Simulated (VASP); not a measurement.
A run of VASP 6.6.1 is set up as follows.

Contents of INCAR:

```
  PREC = Accurate
  ENCUT = 600
  EDIFF = 1E-6
  ISMEAR = 0
  SIGMA = 0.1
  LREAL = F
  LASPH = T
  NELM = 100
  ALGO = Normal
  ISIF = 3
  LWAVE = F
  LCHARG = F
  GGA = PE
  IBRION = 2
  NSW = 90
  EDIFFG = -0.04
```

File KPOINTS:

```
regular mesh
0
Gamma
  6 6 4
```

File POSCAR:

```
LiBeS3
1.0
    3.6046164348      0.0000000000      0.0000000000
    0.0000000000      3.6046164348      0.0000000000
    0.0000000000      0.0000000000      7.3022607336
Li Be S
1 1 3
Direct
    0.5000000000      0.5000000000      0.6598240255
    0.0000000000      0.0000000000      0.9590699186
    0.5000000000      0.0000000000      0.1484284112
    0.0000000000      0.5000000000      0.1484284112
    0.0000000000      0.0000000000      0.6924512535
```

Potentials or basis: VASP PAW PBE potentials, release 64 (Li_sv, Be, S).

The run is started by

```bash
$ cat potpaw_PBE.64/Li_sv/POTCAR potpaw_PBE.64/Be/POTCAR potpaw_PBE.64/S/POTCAR > POTCAR
$ mpirun -np 1 vasp_std > vasp.out
```

Question: Estimate the relaxed volume.

Answer: 18.95 Å³/atom.

Question: Estimate the relaxed cell.

Answer: a = 3.601 Å, b = 3.601 Å, c = 7.307 Å, α = 90.00°, β = 90.00°, γ = 90.00°.

Question: Predict the space group after relaxing (to 0.05 Å).

Answer: P4mm (No. 99).

Step by step:
| step | energy change (eV) | largest force (eV/Å) | pressure (GPa) | volume (Å³) |
| --- | --- | --- | --- | --- |
| 1 | 0.0000 | 0.1397 | -0.10 | 94.88 |
| 2 | -0.0008 | 0.0466 | -0.03 | 94.71 |
| 3 | -0.0008 | 0.0353 | -0.04 | 94.73 |

Caveat: the cutoff is under 1.25 times the usual one of these potentials, so pressure, stress and relaxed cells hold a basis-set (Pulay) error.
